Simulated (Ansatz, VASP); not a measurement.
## One calculation of ZnS, two programs

```
CELL_PARAMETERS angstrom
3.80764 0.00000 0.00000
-1.90382 3.29751 0.00000
0.00000 0.00000 12.46590
ATOMIC_POSITIONS crystal
Zn 0.66667 0.33333 0.75007
Zn 0.33333 0.66667 0.25007
Zn 0.00000 0.00000 0.50010
Zn 0.00000 0.00000 0.00010
S 0.66667 0.33333 0.93759
S 0.33333 0.66667 0.43759
S 0.00000 0.00000 0.68724
S 0.00000 0.00000 0.18724
```

Alike in both runs: task single point; functional r2SCAN; k mesh 12 × 12 × 2; no spin polarisation.

|  | VASP | Ansatz |
| --- | --- | --- |
| version | VASP 6.6.1 | Ansatz 0.2.0 |
| potentials or method | VASP PAW PBE potentials, release 64 (Zn, S) | plane waves, PAW |
| plane-wave cutoff (eV) | 520 | 500 |
| occupations | gaussian, width 0.01 eV | fixed |
| valence electrons in the cell | 72 | 72 |

Ansatz gave:

```
gap on the k mesh at the Fermi level (eV) : 2.74
pressure (GPa)                            : 0.0
rms of the force components (eV/Å)        : 0.001
```

Which values does VASP return?

gap on the k mesh at the Fermi level (eV): 2.75; pressure (GPa): 0.1; rms of the force components (eV/Å): 0.003.

VASP's potentials were made for PBE, not for r2SCAN. Atom by atom the forces differ by 0.004 eV/Å (rms over components).
